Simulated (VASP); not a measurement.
Crystal: SiC5.

```
CELL_PARAMETERS angstrom
2.75171 0.00000 0.00000
-1.37585 2.38305 0.00000
0.00000 0.00000 6.81191
ATOMIC_POSITIONS crystal
C 0.00000 0.00000 0.97209
C 0.66667 0.33333 0.66968
C 0.33333 0.66667 0.36564
C 0.66667 0.33333 0.89629
C 0.33333 0.66667 0.59295
Si 0.00000 0.00000 0.25335
```

This cell differs from its parent crystal: volume changed by +3%.

Base run:

- Program: VASP 6.6.1
- Functional: r2SCAN
- Potentials or basis: VASP PAW PBE potentials, release 64 (C, Si)
- Cutoff: 520 eV
- k mesh: 9 × 9 × 4
- Occupations: gaussian, width 0.01 eV
- Spin: no spin polarisation

Its results: band gap on the k mesh 1.84 eV, indirect (least direct gap 3.66 eV); pressure -9.0 GPa; largest force 0.300 eV/Å.

Problem. The run is repeated on the same cell with these changes: potentials or basis from VASP PAW PBE potentials, release 64 (C, Si) to VASP PAW PBE potentials, release 64 (C_h, Si); cutoff from 520 eV to 910 eV. What comes out?

Solution. Band gap on the k mesh 1.85 eV, indirect (least direct gap 3.67 eV); pressure -9.8 GPa; largest force 0.310 eV/Å.

Caveats: the PAW data sets were made with another functional, which shifts forces and pressure a little; the cutoff is under 1.25 times the usual one of these potentials, so pressure, stress and relaxed cells hold a basis-set (Pulay) error (some runs).

A k mesh can miss the band edges.
